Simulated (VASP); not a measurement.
A run of VASP 6.6.1 is set up as follows.

Contents of INCAR:

```
SYSTEM = TiPt3
PREC     = Accurate       ! precision mode
ENCUT    = 520            ! plane-wave cutoff, eV
EDIFF    = 1E-6           ! SCF threshold, eV
ISMEAR   = 0              ! smearing method
SIGMA    = 0.1            ! smearing width, eV
LREAL    = .FALSE.        ! projectors in reciprocal space
LASPH    = .TRUE.         ! aspherical terms in the spheres
NELM     = 100            ! most SCF steps
ALGO     = Fast           ! electronic algorithm
ISIF     = 2              ! what is computed and relaxed
LWAVE    = .FALSE.        ! write WAVECAR
LCHARG   = .FALSE.        ! write CHGCAR
GGA      = PE             ! functional
NBANDS   = 29             ! bands
```

KPOINTS

```
Automatic mesh
0
G
  10 10 10
  0 0 0
```

The input POSCAR:

```
TiPt3
1.0
    4.0256193230      0.0000000000      0.0000000000
    0.0000000000      4.0256193230      0.0000000000
    0.0000000000      0.0000000000      4.0256193230
Ti Pt
1 3
Direct
    0.0000000000      0.0000000000      0.0000000000
    0.0000000000      0.5000000000      0.5000000000
    0.5000000000      0.0000000000      0.5000000000
    0.5000000000      0.5000000000      0.0000000000
```

Potentials or basis: VASP PAW PBE potentials, release 64 (Ti_sv, Pt).

Command:

```console
$ cat potpaw_PBE.64/Ti_sv/POTCAR potpaw_PBE.64/Pt/POTCAR > POTCAR
$ mpirun -np 1 vasp_std > vasp.out
```

**Question.** Estimate the band gap on the k mesh.

**Answer.** Zero (bands 21 and 22 overlap by 1.64 eV).

**Question.** Estimate the pressure.

**Answer.** -12.2 GPa.

Caveat: the cell stands under tension; spin-orbit coupling is left out, which moves the levels of the heavy elements.
